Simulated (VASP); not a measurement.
Here is a VASP 6.6.1 calculation.

File INCAR:

```
PREC = Accurate ; ENCUT = 520
EDIFF = 1E-6 ; ISMEAR = -1
SIGMA = 0.02 ; LREAL = False
LASPH = True ; NELM = 80
ALGO = Normal ; ISIF = 2
LWAVE = False ; LCHARG = False
GGA = RP ; IVDW = 12
NBANDS = 16
```

The input KPOINTS:

```
Automatic mesh
0
Gamma
  12 12 6
```

File POSCAR:

```
BN
1.0
    2.5539396017      0.0000000000      0.0000000000
   -1.2769698009      2.2117765748      0.0000000000
    0.0000000000      0.0000000000      4.2268550000
N B
2 2
Direct
    0.3333333333      0.6666666667      0.1252760000
    0.6666666667      0.3333333333      0.6252760000
    0.3333333333      0.6666666667      0.4997240000
    0.6666666667      0.3333333333      0.9997240000
```

Potentials or basis: VASP PAW PBE potentials, release 64 (N, B).

Run with:

```console
$ cat potpaw_PBE.64/N/POTCAR potpaw_PBE.64/B/POTCAR > POTCAR
$ mpirun -np 1 vasp_std > vasp.out
```

Task: Estimate the dispersion energy per atom.

Result: -0.645 eV.

Task: Predict the pressure.

Result: -13.6 GPa.

Stress tensor (GPa, compression positive):
```
-13.31   0.00   0.00
  0.00 -13.31   0.00
  0.00   0.00 -14.18
```

Caveat: the PAW data sets were made with another functional, which shifts forces and pressure a little.
